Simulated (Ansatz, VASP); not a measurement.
# Two plane-wave programs on MgO

```xyz
4
Lattice="3.4191 0.0000 0.0000 -1.7095 2.9610 0.0000 0.0000 0.0000 4.8186" Properties=species:S:1:pos:R:3 pbc="T T T"
Mg    0.0000    1.9740    0.0176
Mg    1.7096    0.9870    2.4269
O     0.0000    1.9740    1.9320
O     1.7096    0.9870    4.3413
```

Alike in both runs: task single point; functional PBEsol; k mesh 9 × 9 × 6; occupations gaussian, width 0.05 eV; no spin polarisation.

|  | VASP | Ansatz |
| --- | --- | --- |
| version | VASP 6.6.1 | Ansatz 0.2.0 |
| potentials or method | VASP PAW PBE potentials, release 64 (Mg, O), cutoff 520 eV | scalar-relativistic, plane waves, PAW |
| valence electrons in the cell | 16 | 32 |

Ansatz gave:

| Quantity | Value |
| --- | --- |
| gap on the k mesh at the Fermi level (eV) | 3.11 |
| least direct gap on the mesh (eV) | 3.11 |
| pressure (GPa) | -3.0 |
| traceless stress, the component that is largest in VASP (GPa) | 9.46 |
| rms of the force components (eV/Å) | 0.476 |

**Question.** Which values does VASP return?

**Answer.** gap on the k mesh at the Fermi level (eV): 3.10; least direct gap on the mesh (eV): 3.10; pressure (GPa): -3.3; traceless stress, the component that is largest in VASP (GPa): 9.65; rms of the force components (eV/Å): 0.482.

VASP's potentials were made for PBE, not for PBEsol, and Ansatz warns of the same on its side. Atom by atom the forces differ by 0.007 eV/Å (rms over components). VASP's potentials hold 16 valence electrons a cell and Ansatz's 32, so a difference there can come from the potentials and not from the codes.
